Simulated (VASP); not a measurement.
# Mo (Im-3m) in VASP: single point with r2SCAN

Aim: the single point of Mo with r2SCAN.

All numbers are computed with VASP 6.6.1; they aren't measurements. Logs are shortened: lines on timing, memory, paths and dates and some standing lists are left out, and cuts for length are marked.

### 1 The cell of the first run

The structure is cubic, space group Im-3m (No. 229). Conventional cell: a = 3.150 Å, b = 3.150 Å, c = 3.150 Å, α = 90.00°, β = 90.00°, γ = 90.00°. Within 3.6 Å of Mo (site symmetry m-3m) lie 14 Mo at 2.73 to 3.15 Å.

### 2 Single point, r2SCAN

Contents of POSCAR:

```
Mo
1.0
   -1.5752131668     -1.5752131668     -1.5752131668
    1.5752131668      1.5752131668     -1.5752131668
    1.5752131668     -1.5752131668      1.5752131668
Mo
1
Direct
    0.0000000000      0.0000000000      0.0000000000
```

Contents of INCAR.step1:

```
  ALGO = Normal
  EDIFF = 1E-4
  ENCUT = 520
  GGA = PE
  ISMEAR = 0
  LASPH = T
  LCHARG = F
  LREAL = F
  LWAVE = T
  NBANDS = 13
  NELM = 80
  PREC = Accurate
  SIGMA = 0.1
```

Contents of INCAR.step2:

```
  ALGO = Normal
  EDIFF = 1E-6
  ENCUT = 520
  ISIF = 2
  ISMEAR = 0
  ISTART = 1
  LASPH = T
  LCHARG = F
  LMIXTAU = T
  LREAL = F
  LWAVE = F
  METAGGA = R2SCAN
  NBANDS = 13
  NELM = 80
  PREC = Accurate
  SIGMA = 0.1
```

Contents of KPOINTS:

```
k-points
0
Gamma
  18 18 18
```

Potentials or basis: VASP PAW PBE potentials, release 64 (Mo_sv).

Launch:

```
$ cat potpaw_PBE.64/Mo_sv/POTCAR > POTCAR
$ cp INCAR.step1 INCAR
$ mpirun -np 1 vasp_std > vasp.out
$ cp INCAR.step2 INCAR
$ mpirun -np 1 vasp_std > vasp.out
```

OUTCAR:

```text
EDIFF = 1E-6
   ENCUT = 520
   ISIF = 2
   ISMEAR = 0
   ISTART = 1
   LASPH = T
   LREAL = F
   METAGGA = R2SCAN
   NELM = 80
   PREC = Accurate

 ion  position               nearest neighbor table
   1  0.000  0.000  0.000-

  LATTYP: Found a body centered cubic cell.
 ALAT       =     3.1504263336

  Lattice vectors:

 A1 = (  -1.5752131668,  -1.5752131668,  -1.5752131668)
 A2 = (   1.5752131668,   1.5752131668,  -1.5752131668)
 A3 = (   1.5752131668,  -1.5752131668,   1.5752131668)

Analysis of symmetry for initial positions (statically):
=====================================================================
 Subroutine PRICEL returns:
 Original cell was already a primitive cell.

 Routine SETGRP: Setting up the symmetry group for a
 body centered cubic supercell.

 Subroutine GETGRP returns: Found 48 space group operations
 (whereof 48 operations were pure point group operations)
 out of a pool of 48 trial point group operations.

The static configuration has the point symmetry O_h .

Analysis of symmetry for dynamics (positions and initial velocities):
=====================================================================
 Subroutine PRICEL returns:
 Original cell was already a primitive cell.

 Routine SETGRP: Setting up the symmetry group for a
 body centered cubic supercell.

 Subroutine GETGRP returns: Found 48 space group operations
 (whereof 48 operations were pure point group operations)
 out of a pool of 48 trial point group operations.

The dynamic configuration has the point symmetry O_h .

 Subroutine INISYM returns: Found 48 space group operations
 (whereof 48 operations are pure point group operations),
 and found     1 'primitive' translations

----------------------------------------------------------------------------------------

                                     Primitive cell

  volume of cell :      15.6343

  direct lattice vectors                    reciprocal lattice vectors
    -1.575213167 -1.575213167 -1.575213167     0.000000000 -0.317417357 -0.317417357
     1.575213167  1.575213167 -1.575213167     0.317417357  0.000000000 -0.317417357
     1.575213167 -1.575213167  1.575213167     0.317417357 -0.317417357  0.000000000

  length of vectors
     2.728349238  2.728349238  2.728349238     0.448895931  0.448895931  0.448895931

  position of ions in fractional coordinates (direct lattice)
     0.000000000  0.000000000  0.000000000

  ion indices of the primitive-cell ions
   primitive index   ion index
                 1           1

----------------------------------------------------------------------------------------

 KPOINTS: k-points

Automatic generation of k-mesh.
 Grid dimensions read from file:
 generate k-points for:   18   18   18

 Generating k-lattice:

  Cartesian coordinates                     Fractional coordinates (reciprocal lattice)
     0.000000000 -0.017634298 -0.017634298     0.055555556  0.000000000  0.000000000
     0.017634298  0.000000000 -0.017634298     0.000000000  0.055555556  0.000000000
     0.017634298 -0.017634298  0.000000000     0.000000000  0.000000000  0.055555556

  Length of vectors
     0.024938663  0.024938663  0.024938663

  Shift w.r.t. Gamma in fractional coordinates (k-lattice)
     0.000000000  0.000000000  0.000000000

 Subroutine IBZKPT returns following result:
 ===========================================

 Found    195 irreducible k-points:

 Following reciprocal coordinates:
            Coordinates               Weight
  0.000000  0.000000  0.000000      1.000000
  0.055556  0.000000  0.000000     12.000000
  0.111111  0.000000  0.000000     12.000000
  0.166667  0.000000  0.000000     12.000000
  0.222222  0.000000  0.000000     12.000000
  0.277778  0.000000  0.000000     12.000000
[... 16 lines left out ...]
  0.333333  0.111111  0.000000     48.000000
  0.388889  0.111111 -0.000000     48.000000
 [... further k-points ...]
   k-points           NKPTS =    195   k-points in BZ     NKDIM =    195   number of bands    NBANDS=     13
   number of dos      NEDOS =    301   number of ions     NIONS =      1
   total plane-waves  NPLWV =   8000
   dimension x,y,z NGX =    20 NGY =   20 NGZ =   20
   dimension x,y,z NGXF=    40 NGYF=   40 NGZF=   40
   ions per type =               1
   NGX,Y,Z   is equivalent  to a cutoff of  12.19, 12.19, 12.19 a.u.
   NGXF,Y,Z  is equivalent  to a cutoff of  24.37, 24.37, 24.37 a.u.
 SYSTEM =  unknown system
   PREC   = accura    normal or accurate (medium, high low for compatibility)
   ISTART =      1    job   : 0-new  1-cont  2-samecut
   ICHARG =      0    charge: 1-file 2-atom 10-const
   ISPIN  =      1    spin polarized calculation?
   LNONCOLLINEAR =      F non collinear calculations
   LSORBIT =      F    spin-orbit coupling
   LASPH  =      T    aspherical Exc in radial PAW
   ENCUT  =  520.0 eV  38.22 Ry    6.18 a.u.   5.07  5.07  5.07*2*pi/ulx,y,z
   NELM   =     80;   NELMIN=  2; NELMDL=  0     # of ELM steps
   EDIFF  = 0.1E-05   stopping-criterion for ELM
   LREAL  =      F    real-space projection
   EDIFFG = 0.1E-04   stopping-criterion for IOM
   NSW    =      0    number of steps for IOM
   IBRION =     -1    ionic relax: 0-MD 1-quasi-New 2-CG
   NFREE  =      0    steps in history (QN), initial steepest desc. (CG)
   ISIF   =      2    stress and relaxation
   ISYM   =      2    0-nonsym 1-usesym 2-fastsym
   POTIM  = 0.5000    time-step for ionic-motion
   TEBEG  =    0.0;   TEEND  =   0.0 temperature during run
   PSTRESS=    0.0 pullay stress
   NELECT =      14.0000    total number of electrons
   NUPDOWN=      -1.0000    fix difference up-down
   EMIN   =  10.00;   EMAX   =-10.00  energy-range for DOS
   EFERMI =   0.00;   METHOD = LEGACY
   ISMEAR =     0;   SIGMA  =   0.10  broadening in eV -4-tet -1-fermi 0-gaus
   EFERMI_NEDOS =   21; number of points for ismear=-14 and -15
   IALGO  =     38    algorithm
   IMIX   =      4    mixing-type and parameters
     AMIX     =   0.40;   BMIX     =  1.00
     AMIX_MAG =   1.60;   BMIX_MAG =  1.00
  volume/ion in A,a.u.               =      15.63       105.51
  Fermi-wavevector in a.u.,A,eV,Ry     =   1.577944  2.981881 33.877233  2.489906
  Thomas-Fermi vector in A             =   2.678549
   LORBIT       =      0    0 simple, 1 ext, 2 COOP (PROOUT), +10 PAW based schemes
   METAGGA = R2SCAN    functional components
   LHFCALC =     F    Hartree Fock is set to
   AEXX    =    0.0000 exact exchange contribution
   IVDW    =     0    specifies the selected vdW correction
   LEPSILON=     F    determine dielectric tensor
   LRPA    =     F    only Hartree local field effects (RPA)
 non-spin polarized calculation
 Gauss-broadening in eV      SIGMA  =   0.10
  energy-cutoff  :      520.00
  volume of cell :       15.63
 maximum number of plane-waves:       434
   NGX = 11   NGY = 11   NGZ = 11

 number of electron      14.0000002 magnetization

 Free energy of the ion-electron system (eV)
  ---------------------------------------------------
  ext. energy  EPLUGINS =         0.00000000
  ---------------------------------------------------
  free energy    TOTEN  =       -26.07726592 eV

  energy without entropy =      -26.07444695  energy(sigma->0) =      -26.07585644

 E-fermi :  12.5596     XC(G=0): -14.6358

 val. band max:       12.5531919682   @ k =  -0.3889   0.4444   0.2778
 cond. band min:      12.5945631612   @ k =   0.3889   0.1111   0.0556
 fundamental gap:      0.0413711930
 Fermi energy:        12.5595614414

 k-point     1 :       0.0000    0.0000    0.0000
  band No.  band energies     occupation
      1     -50.6781      2.00000
      2     -23.1501      2.00000
      3     -23.1501      2.00000
      4     -23.1501      2.00000
      5       4.8847      2.00000
      6      11.1242      2.00000
      7      11.1242      2.00000
      8      11.1242      2.00000
      9      14.4587      0.00000
     10      14.4587      0.00000
     11      28.0417      0.00000
     12      28.0418      0.00000
     13      28.0418      0.00000

 k-point     2 :       0.0556    0.0000    0.0000
  band No.  band energies     occupation
      1     -50.6694      2.00000
      2     -23.1988      2.00000
      3     -23.1650      2.00000
      4     -23.1504      2.00000
      5       5.0290      2.00000
      6      11.0417      2.00000
      7      11.1101      2.00000
      8      11.2583      2.00000
      9      14.3341      0.00000
     10      14.4596      0.00000
     11      28.1499      0.00000
     12      28.2842      0.00000
     13      28.3235      0.00000

 k-point     3 :       0.1111    0.0000    0.0000
  band No.  band energies     occupation
      1     -50.6445      2.00000
      2     -23.3379      2.00000
      3     -23.2077      2.00000
      4     -23.1514      2.00000
      5       5.4409      2.00000
      6      10.8127      2.00000
      7      11.0503      2.00000
      8      11.6550      2.00000
      9      14.0574      0.00000
     10      14.4680      0.00000
     11      28.4077      0.00000
     12      28.9905      0.00000
     13      29.0190      0.00000
[... 305 lines left out ...]
 k-point    23 :       0.3333    0.1111    0.0000
  band No.  band energies     occupation
      1     -50.4096      2.00000
      2     -24.4575      2.00000
      3     -23.6192      2.00000
      4     -23.2255      2.00000
      5       7.5229      2.00000
      6       9.2627      2.00000
      7      11.8582      2.00000
      8      14.1509      0.00000
      9      15.2486      0.00000
     10      17.2427      0.00000
     11      25.8407      0.00000
     12      26.6350      0.00000
     13      31.3901      0.00000

 k-point    24 :       0.3889    0.1111   -0.0000
  band No.  band energies     occupation
      1     -50.3852      2.00000
      2     -24.5619      2.00000
      3     -23.6689      2.00000
      4     -23.2276      2.00000
      5       7.3839      2.00000
      6       9.1272      2.00000
      7      12.5204      1.42004
      8      14.2891      0.00000
      9      15.4823      0.00000
     10      18.1471      0.00000
     11      24.8686      0.00000
     12      25.9242      0.00000
     13      30.4340      0.00000

 [... further k-points ...]
[... 5 lines left out ...]
  --------------------------------------------------------------------------------------
  -------------------------------------------------------------------------------------
  Total        0.1107044      0.1107044      0.1107044     -0.0000000      0.0000000      0.0000000
  in kB       11.3448139     11.3448139     11.3448139     -0.0000000      0.0000000      0.0000000
  external PRESSURE =      11.3448139 kB  Pullay stress =       0.0000000 kB

 VOLUME and BASIS-vectors are now :
 -----------------------------------------------------------------------------
  energy-cutoff  :      520.00
  volume of cell :       15.63
      direct lattice vectors                 reciprocal lattice vectors
    -1.575213167 -1.575213167 -1.575213167     0.000000000 -0.317417357 -0.317417357
     1.575213167  1.575213167 -1.575213167     0.317417357  0.000000000 -0.317417357
     1.575213167 -1.575213167  1.575213167     0.317417357 -0.317417357  0.000000000

 POSITION                                       TOTAL-FORCE (eV/Angst)
 -----------------------------------------------------------------------------------
      0.00000      0.00000      0.00000        -0.000000      0.000000      0.000000
 -----------------------------------------------------------------------------------
    total drift:                                0.000000      0.000000     -0.000000

  FREE ENERGIE OF THE ION-ELECTRON SYSTEM (eV)
  ---------------------------------------------------
  free  energy   TOTEN  =       -26.0772659228 eV

  energy  without entropy=      -26.0744469549  energy(sigma->0) =      -26.07585644
```

Run time: 2.3 min. Hardware: 1 thread of Intel Xeon Platinum 8175M at 2.50GHz (Skylake/Cascade Lake), shared host; peak memory 0.15 GiB.

Results:

* Free energy: -26.0773 eV
* Pressure: 1.1 GPa
* Band gap on the k mesh: zero (band 7 reaches 16.69 eV, above the bottom of band 8 at 11.12 eV)

Caveat: the PAW data sets were made with another functional, which shifts forces and pressure a little.
